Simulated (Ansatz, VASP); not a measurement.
## O in VASP and in Ansatz

```
O
1.0
     9.00000    0.00000    0.00000
     0.00000    9.50000    0.00000
     0.00000    0.00000   10.00000
O
2
Direct
  0.50000 0.50000 0.43951
  0.50000 0.50000 0.56049
```

Alike in both runs: functional PBEsol; k mesh 1 × 1 × 1; occupations fermi-dirac, width 0.05 eV; collinear spin.

Ansatz relaxed the structure, and its values are those at the end. VASP's run is a single point on that final structure, the one shown.

```csv
,VASP,Ansatz
version,VASP 6.6.1,Ansatz 0.2.0
potentials or method,"VASP PAW PBE potentials, release 64 (O_h), cutoff 910 eV","plane waves, PAW"
valence electrons in the cell,12,12
```

|  | VASP | Ansatz | Ansatz less VASP |
| --- | --- | --- | --- |
| rms of the force components (eV/Å) | 0.126 | 0.013 | -0.1135 |
| net moment per atom (μB) | 1.00 | 1.00 | 0.000 |
| size of the moment on the site where the two differ most (μB) | 0.62 | 0.55 | -0.069 |

VASP's potentials were made for PBE, not for PBEsol. Site moments also hang on the region over which each program counts them. Ansatz's warnings: end state compared, stress scf threshold loose.

Noted on VASP's run: the cutoff is short for stress, so the pressure is rough.
